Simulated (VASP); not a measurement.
# O (P6_3/mmc) in VASP: a series of runs

The runs below take O through single point, with PBE.

Program: VASP 6.6.1. These are calculated values, not measurements. Logs are shortened: lines on timing, memory, paths and dates and some standing lists are left out, and cuts for length are marked.

**1. The cell of the first run**

It takes space group P6_3/mmc (No. 194, hexagonal). The conventional cell has a = 2.561 Å, b = 2.561 Å, c = 6.575 Å, α = 90.00°, β = 90.00°, γ = 120.00°. Within 1.6 Å of O (site symmetry 3m) lie 1 O at 1.17 Å.

**2. Single point, PBE**

The input, INCAR:

```
SYSTEM = O
PREC = Accurate
ENCUT = 600
EDIFF = 1E-6
ISMEAR = -1
SIGMA = 0.03
LREAL = .FALSE.
LASPH = .TRUE.
NELM = 120
ALGO = Normal
ISIF = 2
LWAVE = .FALSE.
LCHARG = .FALSE.
GGA = PE
NBANDS = 20
GGA_COMPAT = .FALSE.
```

The input, KPOINTS:

```
regular mesh
0
G
  8 8 3
  0 0 0
```

The input, POSCAR:

```
O
1.0
    2.5609995400      0.0000000000      0.0000000000
   -1.2804997700      2.2178906600      0.0000000000
    0.0000000000      0.0000000000      6.5750000000
O
4
Direct
    0.3333333300      0.6666666700      0.1610000000
    0.6666666700      0.3333333300      0.6610000000
    0.3333333300      0.6666666700      0.3390000000
    0.6666666700      0.3333333300      0.8390000000
```

Potentials or basis: VASP PAW PBE potentials, release 64 (O).

Command:

```
$ cat potpaw_PBE.64/O/POTCAR > POTCAR
$ mpirun -np 1 vasp_std > vasp.out
```

OUTCAR:

```text
SYSTEM = O
   PREC = Accurate
   ENCUT = 600
   EDIFF = 1E-6
   ISMEAR = -1
   LREAL = .FALSE.
   LASPH = .TRUE.
   NELM = 120
   ISIF = 2
   GGA = PE

 ion  position               nearest neighbor table
   1  0.333  0.667  0.161-   3 1.17
   2  0.667  0.333  0.661-   4 1.17
   3  0.333  0.667  0.339-   1 1.17
   4  0.667  0.333  0.839-   2 1.17

  LATTYP: Found a hexagonal cell.
 ALAT       =     2.5609995400
 C/A-ratio  =     2.5673569625

  Lattice vectors:

 A1 = (   2.5609995400,   0.0000000000,   0.0000000000)
 A2 = (  -1.2804997700,   2.2178906600,   0.0000000000)
 A3 = (   0.0000000000,   0.0000000000,   6.5750000000)

Analysis of symmetry for initial positions (statically):
=====================================================================
 Subroutine PRICEL returns:
 Original cell was already a primitive cell.

 Routine SETGRP: Setting up the symmetry group for a
 hexagonal supercell.

 Subroutine GETGRP returns: Found 24 space group operations
 (whereof 12 operations were pure point group operations)
 out of a pool of 24 trial point group operations.

The static configuration has the point symmetry D_3d.
 The point group associated with its full space group is D_6h.

Analysis of symmetry for dynamics (positions and initial velocities):
=====================================================================
 Subroutine PRICEL returns:
 Original cell was already a primitive cell.

 Routine SETGRP: Setting up the symmetry group for a
 hexagonal supercell.

 Subroutine GETGRP returns: Found 24 space group operations
 (whereof 12 operations were pure point group operations)
 out of a pool of 24 trial point group operations.

The dynamic configuration has the point symmetry D_3d.
 The point group associated with its full space group is D_6h.

 Subroutine INISYM returns: Found 24 space group operations
 (whereof 12 operations are pure point group operations),
 and found     1 'primitive' translations

----------------------------------------------------------------------------------------

                                     Primitive cell

  volume of cell :      37.3461

  direct lattice vectors                    reciprocal lattice vectors
     2.560999540  0.000000000  0.000000000     0.390472542  0.225439427  0.000000000
    -1.280499770  2.217890660  0.000000000     0.000000000  0.450878854  0.000000000
     0.000000000  0.000000000  6.575000000     0.000000000  0.000000000  0.152091255

  length of vectors
     2.560999540  2.560999539  6.575000000     0.450878854  0.450878854  0.152091255

  position of ions in fractional coordinates (direct lattice)
     0.333333330  0.666666670  0.161000000
     0.666666670  0.333333330  0.661000000
     0.333333330  0.666666670  0.339000000
     0.666666670  0.333333330  0.839000000

  ion indices of the primitive-cell ions
   primitive index   ion index
                 1           1
                 2           2
                 3           3
                 4           4

----------------------------------------------------------------------------------------

 KPOINTS: regular mesh

Automatic generation of k-mesh.
 Grid dimensions read from file:
 generate k-points for:    8    8    3

 Generating k-lattice:

  Cartesian coordinates                     Fractional coordinates (reciprocal lattice)
     0.048809068  0.028179928  0.000000000     0.125000000  0.000000000  0.000000000
     0.000000000  0.056359857  0.000000000     0.000000000  0.125000000  0.000000000
     0.000000000  0.000000000  0.050697085     0.000000000  0.000000000  0.333333333

  Length of vectors
     0.056359857  0.056359857  0.050697085

  Shift w.r.t. Gamma in fractional coordinates (k-lattice)
     0.000000000  0.000000000  0.000000000

 Subroutine IBZKPT returns following result:
 ===========================================

 Found     20 irreducible k-points:

 Following reciprocal coordinates:
            Coordinates               Weight
  0.000000  0.000000  0.000000      1.000000
  0.125000  0.000000  0.000000      6.000000
  0.250000  0.000000  0.000000      6.000000
  0.375000  0.000000  0.000000      6.000000
  0.500000  0.000000  0.000000      3.000000
  0.125000  0.125000  0.000000      6.000000
[... 12 lines left out ...]
  0.250000  0.250000  0.333333     12.000000
  0.375000  0.250000  0.333333     12.000000
   k-points           NKPTS =     20   k-points in BZ     NKDIM =     20   number of bands    NBANDS=     20
   number of dos      NEDOS =    301   number of ions     NIONS =      4
   total plane-waves  NPLWV =  21600
   dimension x,y,z NGX =    20 NGY =   20 NGZ =   54
   dimension x,y,z NGXF=    40 NGYF=   40 NGZF=  108
   ions per type =               4
   NGX,Y,Z   is equivalent  to a cutoff of  12.98, 12.98, 13.65 a.u.
   NGXF,Y,Z  is equivalent  to a cutoff of  25.97, 25.97, 27.31 a.u.
 SYSTEM =  O
   PREC   = accura    normal or accurate (medium, high low for compatibility)
   ISTART =      0    job   : 0-new  1-cont  2-samecut
   ICHARG =      2    charge: 1-file 2-atom 10-const
   ISPIN  =      1    spin polarized calculation?
   LNONCOLLINEAR =      F non collinear calculations
   LSORBIT =      F    spin-orbit coupling
   LASPH  =      T    aspherical Exc in radial PAW
   ENCUT  =  600.0 eV  44.10 Ry    6.64 a.u.   5.11  5.11 13.13*2*pi/ulx,y,z
   NELM   =    120;   NELMIN=  2; NELMDL= -5     # of ELM steps
   EDIFF  = 0.1E-05   stopping-criterion for ELM
   LREAL  =      F    real-space projection
   EDIFFG = 0.1E-04   stopping-criterion for IOM
   NSW    =      0    number of steps for IOM
   IBRION =     -1    ionic relax: 0-MD 1-quasi-New 2-CG
   NFREE  =      0    steps in history (QN), initial steepest desc. (CG)
   ISIF   =      2    stress and relaxation
   ISYM   =      2    0-nonsym 1-usesym 2-fastsym
   POTIM  = 0.5000    time-step for ionic-motion
   TEBEG  =    0.0;   TEEND  =   0.0 temperature during run
   PSTRESS=    0.0 pullay stress
   NELECT =      24.0000    total number of electrons
   NUPDOWN=      -1.0000    fix difference up-down
   EMIN   =  10.00;   EMAX   =-10.00  energy-range for DOS
   EFERMI =   0.00;   METHOD = LEGACY
   ISMEAR =    -1;   SIGMA  =   0.03  broadening in eV -4-tet -1-fermi 0-gaus
   EFERMI_NEDOS =   21; number of points for ismear=-14 and -15
   IALGO  =     38    algorithm
   IMIX   =      4    mixing-type and parameters
     AMIX     =   0.40;   BMIX     =  1.00
     AMIX_MAG =   1.60;   BMIX_MAG =  1.00
  volume/ion in A,a.u.               =       9.34        63.01
  Fermi-wavevector in a.u.,A,eV,Ry     =   1.412744  2.669699 27.155125  1.995845
  Thomas-Fermi vector in A             =   2.534461
   LORBIT       =      0    0 simple, 1 ext, 2 COOP (PROOUT), +10 PAW based schemes
   GGA     = PE    functional components
   LHFCALC =     F    Hartree Fock is set to
   AEXX    =    0.0000 exact exchange contribution
   IVDW    =     0    specifies the selected vdW correction
   LEPSILON=     F    determine dielectric tensor
   LRPA    =     F    only Hartree local field effects (RPA)
 non-spin polarized calculation
  energy-cutoff  :      600.00
  volume of cell :       37.35
 maximum number of plane-waves:      1257
   NGX = 11   NGY = 11   NGZ = 27

 number of electron      24.0000001 magnetization

 Free energy of the ion-electron system (eV)
  ---------------------------------------------------
  ext. energy  EPLUGINS =         0.00000000
  ---------------------------------------------------
  free energy    TOTEN  =       -18.59495268 eV

  energy without entropy =      -18.58347305  energy(sigma->0) =      -18.58921286

 E-fermi :   2.3526     XC(G=0): -10.5495

 val. band max:        2.3503998527   @ k =   0.1250   0.1250   0.0000
 cond. band min:       2.3553979944   @ k =   0.1250   0.1250   0.3333
 fundamental gap:      0.0049981417
 Fermi energy:         2.3525790765

 k-point     1 :       0.0000    0.0000    0.0000
  band No.  band energies     occupation
      1     -26.6328      2.00000
      2     -26.4944      2.00000
      3     -13.6564      2.00000
      4     -11.7850      2.00000
      5      -7.7566      2.00000
      6      -4.7734      2.00000
[... 12 lines left out ...]
     19      17.8385      0.00000
     20      18.5165      0.00000

 k-point     2 :       0.1250    0.0000    0.0000
  band No.  band energies     occupation
      1     -26.5232      2.00000
      2     -26.3942      2.00000
      3     -13.4501      2.00000
      4     -11.6754      2.00000
      5      -7.6776      2.00000
      6      -4.9958      2.00000
[... 12 lines left out ...]
     19      18.1004      0.00000
     20      18.6004      0.00000

 k-point     3 :       0.2500    0.0000    0.0000
  band No.  band energies     occupation
      1     -26.2471      2.00000
      2     -26.1445      2.00000
      3     -12.8925      2.00000
      4     -11.4186      2.00000
      5      -7.5580      2.00000
      6      -5.9691      2.00000
[... 12 lines left out ...]
     19      18.6543      0.00000
     20      18.7718      0.00000

 k-point     4 :       0.3750    0.0000    0.0000
  band No.  band energies     occupation
      1     -25.9499      2.00000
      2     -25.8856      2.00000
      3     -12.1898      2.00000
      4     -11.2184      2.00000
      5      -7.6583      2.00000
      6      -7.0527      2.00000
[... 337 lines left out ...]
 k-point    19 :       0.2500    0.2500    0.3333
  band No.  band energies     occupation
      1     -25.8121      2.00000
      2     -25.7900      2.00000
      3     -11.7065      2.00000
      4     -11.3703      2.00000
      5      -7.1400      2.00000
      6      -6.8518      2.00000
[... 12 lines left out ...]
     19      18.6708      0.00000
     20      18.8455      0.00000

 k-point    20 :       0.3750    0.2500    0.3333
  band No.  band energies     occupation
      1     -25.7199      2.00000
      2     -25.7116      2.00000
      3     -11.4390      2.00000
      4     -11.3118      2.00000
      5      -6.9880      2.00000
      6      -6.8623      2.00000
[... 12 lines left out ...]
     19      18.9820      0.00000
     20      19.1244      0.00000

------------------------ aborting loop because EDIFF is reached ----------------------------------------

  FORCE on cell =-STRESS in cart. coord.  units (eV):
  Direction    XX          YY          ZZ          XY          YZ          ZX
  --------------------------------------------------------------------------------------
  -------------------------------------------------------------------------------------
  Total       -0.0905385     -0.0905385     16.0663725      0.0000000     -0.0000000      0.0000000
  in kB       -3.8841710     -3.8841710    689.2599197      0.0000000     -0.0000000      0.0000000
  external PRESSURE =     227.1638592 kB  Pullay stress =       0.0000000 kB

 VOLUME and BASIS-vectors are now :
 -----------------------------------------------------------------------------
  energy-cutoff  :      600.00
  volume of cell :       37.35
      direct lattice vectors                 reciprocal lattice vectors
     2.560999540  0.000000000  0.000000000     0.390472542  0.225439427  0.000000000
    -1.280499770  2.217890660  0.000000000     0.000000000  0.450878854  0.000000000
     0.000000000  0.000000000  6.575000000     0.000000000  0.000000000  0.152091255

 POSITION                                       TOTAL-FORCE (eV/Angst)
 -----------------------------------------------------------------------------------
     -0.00000      1.47859      1.05858         0.000000     -0.000000     -4.857747
      1.28050      0.73930      4.34608        -0.000000      0.000000     -4.857747
     -0.00000      1.47859      2.22892         0.000000     -0.000000      4.857747
      1.28050      0.73930      5.51642        -0.000000      0.000000      4.857747
 -----------------------------------------------------------------------------------
    total drift:                               -0.000029      0.000017     -0.000005

  FREE ENERGIE OF THE ION-ELECTRON SYSTEM (eV)
  ---------------------------------------------------
  free  energy   TOTEN  =       -18.5949526828 eV

  energy  without entropy=      -18.5834730454  energy(sigma->0) =      -18.58921286
```

Wall time 8.4 s (1 thread of Intel Xeon Platinum 8559C (Emerald Rapids), shared host); peak memory 0.15 GiB.

Results:

```
Free energy            : -18.5950 eV
Pressure               : 22.7 GPa
Largest force          : 4.858 eV/Å
Band gap on the k mesh : zero (bands 12 and 13 overlap by 1.85 eV)
```

Forces in eV/Å, atoms in the order of the input:
```
O    0.000  0.000 -4.858
O    0.000  0.000 -4.858
O    0.000  0.000  4.858
O    0.000  0.000  4.858
```

Caveat: the standard files for N, O and F lose accuracy on very short bonds; spin is off for a triplet molecule; the cell stands under pressure; this functional lacks dispersion, which holds the molecules together, so the pressure and a relaxed volume are unreliable; forces of over 1 eV/Å act on the atoms, so gaps and moduli don't describe the material at rest.

**3. Single point, PBE**

The input, INCAR:

```
PREC = Accurate ; ENCUT = 600
EDIFF = 1E-6 ; ISMEAR = -1
SIGMA = 0.001 ; LREAL = F
LASPH = T ; NELM = 120
ALGO = Normal ; ISIF = 2
LWAVE = F ; LCHARG = F
GGA = PE ; NBANDS = 20
GGA_COMPAT = F
```

The input, KPOINTS:

```
Automatic mesh
0
Gamma
  8 8 3
```

POSCAR is that of step 2.

Potentials or basis: VASP PAW PBE potentials, release 64 (O).

Command:

```
$ cat potpaw_PBE.64/O/POTCAR > POTCAR
$ mpirun -np 1 vasp_std > vasp.out
```

OUTCAR:

```text
PREC = Accurate
   ENCUT = 600
   EDIFF = 1E-6
   ISMEAR = -1
   LREAL = F
   LASPH = T
   NELM = 120
   ISIF = 2
   GGA = PE

 ion  position               nearest neighbor table
   1  0.333  0.667  0.161-   3 1.17
   2  0.667  0.333  0.661-   4 1.17
   3  0.333  0.667  0.339-   1 1.17
   4  0.667  0.333  0.839-   2 1.17

  LATTYP: Found a hexagonal cell.
 ALAT       =     2.5609995400
 C/A-ratio  =     2.5673569625

  Lattice vectors:
[... 647 lines left out ...]

  FORCE on cell =-STRESS in cart. coord.  units (eV):
  Direction    XX          YY          ZZ          XY          YZ          ZX
  --------------------------------------------------------------------------------------
  -------------------------------------------------------------------------------------
  Total       -0.0644294     -0.0644294     15.9903949      0.0000000      0.0000000      0.0000000
  in kB       -2.7640724     -2.7640724    686.0004211      0.0000000      0.0000000      0.0000000
  external PRESSURE =     226.8240921 kB  Pullay stress =       0.0000000 kB

 VOLUME and BASIS-vectors are now :
 -----------------------------------------------------------------------------
  energy-cutoff  :      600.00
  volume of cell :       37.35
      direct lattice vectors                 reciprocal lattice vectors
     2.560999540  0.000000000  0.000000000     0.390472542  0.225439427  0.000000000
    -1.280499770  2.217890660  0.000000000     0.000000000  0.450878854  0.000000000
     0.000000000  0.000000000  6.575000000     0.000000000  0.000000000  0.152091255

 POSITION                                       TOTAL-FORCE (eV/Angst)
 -----------------------------------------------------------------------------------
     -0.00000      1.47859      1.05858        -0.000000      0.000000     -4.873919
      1.28050      0.73930      4.34608         0.000000     -0.000000     -4.873919
     -0.00000      1.47859      2.22892        -0.000000      0.000000      4.873919
      1.28050      0.73930      5.51642        -0.000000     -0.000000      4.873919
 -----------------------------------------------------------------------------------
    total drift:                               -0.000029      0.000017     -0.000005

  FREE ENERGIE OF THE ION-ELECTRON SYSTEM (eV)
  ---------------------------------------------------
  free  energy   TOTEN  =       -18.5874572759 eV

  energy  without entropy=      -18.5874100389  energy(sigma->0) =      -18.58743366
```

OSZICAR:

```text
N       E                     dE             d eps       ncg     rms          rms(c)
DAV:   1     0.130306092072E+03    0.13031E+03   -0.15670E+04   800   0.131E+03
DAV:   2    -0.137209515519E+02   -0.14403E+03   -0.14033E+03   984   0.292E+02
DAV:   3    -0.192567353401E+02   -0.55358E+01   -0.54700E+01  1072   0.549E+01
DAV:   4    -0.192818339225E+02   -0.25099E-01   -0.25095E-01   920   0.402E+00
DAV:   5    -0.192819554129E+02   -0.12149E-03   -0.12149E-03   948   0.256E-01    0.670E+00
DAV:   6    -0.187093354819E+02    0.57262E+00   -0.47833E-01   916   0.610E+00    0.352E+00
DAV:   7    -0.185832486772E+02    0.12609E+00   -0.47221E-01   964   0.586E+00    0.700E-01
DAV:   8    -0.185878278060E+02   -0.45791E-02   -0.47208E-02   848   0.167E+00    0.129E-01
DAV:   9    -0.185874864321E+02    0.34137E-03   -0.15684E-03   884   0.330E-01    0.643E-02
DAV:  10    -0.185874608384E+02    0.25594E-04   -0.14457E-04   944   0.118E-01    0.979E-03
DAV:  11    -0.185874586204E+02    0.22180E-05   -0.17204E-05   964   0.344E-02    0.715E-03
DAV:  12    -0.185874573311E+02    0.12893E-05   -0.25864E-06   848   0.131E-02    0.134E-03
DAV:  13    -0.185874572759E+02    0.55162E-07   -0.21423E-07   448   0.385E-03
   1 F= -.18587457E+02 E0= -.18587434E+02  d E =-.472371E-04
```

stdout:

```text
POSCAR found type information on POSCAR O
 POSCAR found :  1 types and       4 ions
 scaLAPACK will be used
 LDA part: xc-table for (Slater+PW92), standard interpolation
 POSCAR, INCAR and KPOINTS ok, starting setup
 FFT: planning ... GRIDC
 FFT: planning ... GRID_SOFT
 FFT: planning ... GRID
 WAVECAR not read
 entering main loop
```

Wall time 8.3 s (1 thread of Intel Xeon Platinum 8559C (Emerald Rapids), shared host); peak memory 0.15 GiB.

What came out:

- Free energy: -18.5875 eV
- Pressure: 22.7 GPa
- Largest force: 4.874 eV/Å
- Band gap on the k mesh: zero (bands 12 and 13 overlap by 1.85 eV)

Forces in eV/Å, atoms in the order of the input:
```
O    0.000  0.000 -4.874
O    0.000  0.000 -4.874
O    0.000  0.000  4.874
O    0.000  0.000  4.874
```

Levels at points of the mesh, in eV from the Fermi level:
```csv
k point,band 8,band 9,band 10,band 11,band 12,band 13,band 14,band 15,band 16,band 17
"(0.00, 0.00, 0.00)",-6.25,-6.13,-6.13,1.05,1.05,1.32,1.32,8.53,10.19,10.40
"(0.50, 0.00, 0.00)",-7.07,-7.05,-6.81,-2.26,-1.46,0.28,0.92,10.88,11.76,12.84
```

Caveat: the standard files for N, O and F lose accuracy on very short bonds; spin is off for a triplet molecule; the cell stands under pressure; this functional lacks dispersion, which holds the molecules together, so the pressure and a relaxed volume are unreliable; forces of over 1 eV/Å act on the atoms, so gaps and moduli don't describe the material at rest.
